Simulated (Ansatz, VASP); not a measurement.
**C: VASP beside Ansatz**

The input INCAR:

```
ALGO     = Normal         # electronic algorithm
EDIFF    = 1E-7           # SCF threshold, eV
ENCUT    = 520            # plane-wave cutoff, eV
GGA      = CA             # functional
ISIF     = 2              # what is computed and relaxed
ISMEAR   = 0              # smearing method
LASPH    = True           # aspherical terms in the spheres
LCHARG   = False          # write CHGCAR
LREAL    = False          # projectors in reciprocal space
LWAVE    = False          # write WAVECAR
NBANDS   = 26             # bands
NELM     = 100            # most SCF steps
PREC     = Accurate       # precision mode
SIGMA    = 0.05           # smearing width, eV
```

KPOINTS

```
k-points
0
Gamma
  12 12 4
```

Contents of POSCAR:

```
C
1.0
    2.4024880687      0.0000000000      0.0000000000
   -1.2012440343      2.0806156998      0.0000000000
    0.0000000000      0.0000000000      8.7892647126
C
8
Direct
    0.0000000000      0.0000000000      0.0987800240
    0.0000000000      0.0000000000      0.5987800240
    0.0000000000      0.0000000000      0.4012199760
    0.0000000000      0.0000000000      0.9012199760
    0.3333333333      0.6666666667      0.1510010552
    0.6666666667      0.3333333333      0.6510010552
    0.3333333333      0.6666666667      0.3489989448
    0.6666666667      0.3333333333      0.8489989448
```

Input for Ansatz:

```yaml
crystal:
  lattice:
    - [2.4024880687, 0.0, 0.0]
    - [-1.2012440343, 2.0806156998, 0.0]
    - [0.0, 0.0, 8.7892647126]
  atoms:
    - { symbol: C, position: [0.0, 0.0, 0.098780024] }
    - { symbol: C, position: [0.0, 0.0, 0.598780024] }
    - { symbol: C, position: [0.0, 0.0, 0.401219976] }
    - { symbol: C, position: [0.0, 0.0, 0.901219976] }
    - { symbol: C, position: [0.3333333333, 0.6666666667, 0.1510010552] }
    - { symbol: C, position: [0.6666666667, 0.3333333333, 0.6510010552] }
    - { symbol: C, position: [0.3333333333, 0.6666666667, 0.3489989448] }
    - { symbol: C, position: [0.6666666667, 0.3333333333, 0.8489989448] }
basis:
  ecutwfc: 520.0
kpoints:
  mp_grid: { grid: [12, 12, 4] }
hamiltonian:
  xc: lda
  pseudopotentials: { kind: paw, azcp: { folder: soft_1 } }
scf:
  occupations: { method: gaussian, width: 0.05 }
output:
  forces: true
  stress: true
  eigenvalues: true
```

Change from the starting cell: mode 21 frozen in at +0.048 Å, strain +e along z and -e/2 along x and y +0.0700.

Alike in both runs: task single point; functional LDA; k mesh 12 × 12 × 4; occupations gaussian, width 0.05 eV; no spin polarisation.

|  | VASP | Ansatz |
| --- | --- | --- |
| version | VASP 6.6.1 | Ansatz 0.2.0 |
| potentials or method | VASP PAW LDA potentials, release 64 (C), cutoff 520 eV | scalar-relativistic, plane waves, PAW |
| valence electrons in the cell | 32 | 32 |

VASP gave:

- gap on the k mesh at the Fermi level (eV): 0.42
- least direct gap on the mesh (eV): 0.42
- pressure (GPa): 19.9
- traceless stress, the component that is largest in VASP (GPa): -71.63
- rms of the force components (eV/Å): 1.113

Question: Estimate Ansatz's values.

Answer: gap on the k mesh at the Fermi level (eV): 0.41; least direct gap on the mesh (eV): 0.41; pressure (GPa): 18.2; traceless stress, the component that is largest in VASP (GPa): -70.95; rms of the force components (eV/Å): 1.090.

Ansatz warns that its potentials were made for another functional, while VASP's fit it. LDA's correlation is that of Perdew and Zunger in VASP and of Perdew and Wang (1992) in Ansatz. Atom by atom the forces differ by 0.023 eV/Å (rms over components).
